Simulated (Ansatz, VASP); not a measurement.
# Two plane-wave programs on MnO

File INCAR:

```
SYSTEM = MnO
PREC     = Accurate       ! precision mode
ENCUT    = 520            ! plane-wave cutoff, eV
EDIFF    = 1E-6           ! SCF threshold, eV
ISMEAR   = 0              ! smearing method
SIGMA    = 0.026000000000000002 ! smearing width, eV
LREAL    = .False.        ! projectors in reciprocal space
LASPH    = .True.         ! aspherical terms in the spheres
NELM     = 150            ! most SCF steps
ALGO     = Normal         ! electronic algorithm
ISIF     = 2              ! what is computed and relaxed
LWAVE    = .False.        ! write WAVECAR
LCHARG   = .False.        ! write CHGCAR
ISPIN    = 2              ! spin polarisation
MAGMOM   = 4 0            ! initial moments
LORBIT   = 11             ! projections on sites
LMAXMIX  = 4              ! l up to which the mixer works
GGA      = PE             ! functional
NBANDS   = 20             ! bands
```

The input KPOINTS:

```
regular mesh
0
Gamma
  10 10 10
  0 0 0
```

POSCAR

```
MnO
1.0
    0.0000000000      2.2239077028      2.2239077028
    2.2239077028      0.0000000000      2.2239077028
    2.2239077028      2.2239077028      0.0000000000
Mn O
1 1
Direct
    0.0000000000      0.0000000000      0.0000000000
    0.5000000000      0.5000000000      0.5000000000
```

Contents of input.yaml:

```yaml
crystal:
  lattice:
    - [0.0, 2.2239077028, 2.2239077028]
    - [2.2239077028, 0.0, 2.2239077028]
    - [2.2239077028, 2.2239077028, 0.0]
  atoms:
    - { symbol: Mn, position: [0.0, 0.0, 0.0], spin: 4.0 }
    - { symbol: O, position: [0.5, 0.5, 0.5] }
hamiltonian:
  xc: pbe
  pseudopotentials: { kind: paw }
magnetization:
  spin_polarized: true
kpoints:
  mp_grid: { grid: [10, 10, 10] }
scf:
  occupations: { method: gaussian, width: 0.026 }
output:
  forces: true
  stress: true
  eigenvalues: true
```

Alike in both runs: task single point; functional PBE; k mesh 10 × 10 × 10; occupations gaussian, width 0.026 eV; collinear spin.

|  | VASP | Ansatz |
| --- | --- | --- |
| version | VASP 6.6.1 | Ansatz 0.2.0 |
| potentials or method | VASP PAW PBE potentials, release 64 (Mn_pv, O) | Ansatz PAW |
| plane-wave cutoff (eV) | 520 | 420 |
| valence electrons in the cell | 19 | 21 |

Ansatz gave:

```
gap on the k mesh at the Fermi level (eV)                     : none
pressure (GPa)                                                : 0.2
net moment per atom (μB)                                      : 2.40
size of the moment on the site where the two differ most (μB) : 4.07
```

Q: Estimate VASP's values.

A: gap on the k mesh at the Fermi level (eV): none; pressure (GPa): 0.4; net moment per atom (μB): 2.40; size of the moment on the site where the two differ most (μB): 4.36.

Site moments also hang on the region over which each program counts them. A gap of «none» marks a metal or a gap that the smearing closes. The functional is the same, so the differences come from potentials, cutoffs and numerics. VASP's potentials hold 19 valence electrons a cell and Ansatz's 21, so a difference there can come from the potentials and not from the codes.
